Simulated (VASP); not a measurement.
Here is a VASP 6.6.1 calculation.

File INCAR:

```
  PREC = Accurate
  ENCUT = 520
  EDIFF = 1E-6
  ISMEAR = 0
  SIGMA = 0.01
  LREAL = F
  LASPH = T
  NELM = 100
  ALGO = Normal
  ISIF = 2
  LWAVE = F
  LCHARG = F
  GGA = PS
  NBANDS = 17
```

The input KPOINTS:

```
Automatic mesh
0
Gamma
  6 6 6
```

Contents of POSCAR:

```
SnTe
1.0
    0.0000000000      3.6469022462      3.6469022462
    3.6469022462      0.0000000000      3.6469022462
    3.6469022462      3.6469022462      0.0000000000
Sn Te
1 1
Direct
    0.0000000000      0.0000000000      0.0000000000
    0.7500000000      0.7500000000      0.7500000000
```

Potentials or basis: VASP PAW PBE potentials, release 64 (Sn_d, Te).

Run with:

```bash
$ cat potpaw_PBE.64/Sn_d/POTCAR potpaw_PBE.64/Te/POTCAR > POTCAR
$ mpirun -np 1 vasp_std > vasp.out
```

Problem. What does it give for the band gap on the k mesh?

Solution. 0.30 eV, indirect (least direct gap 0.79 eV).

Problem. Predict the pressure.

Solution. -2.0 GPa.

Caveat: the PAW data sets were made with another functional, which shifts forces and pressure a little; spin-orbit coupling is left out, which moves the levels of the heavy elements. A k mesh can miss the band edges.
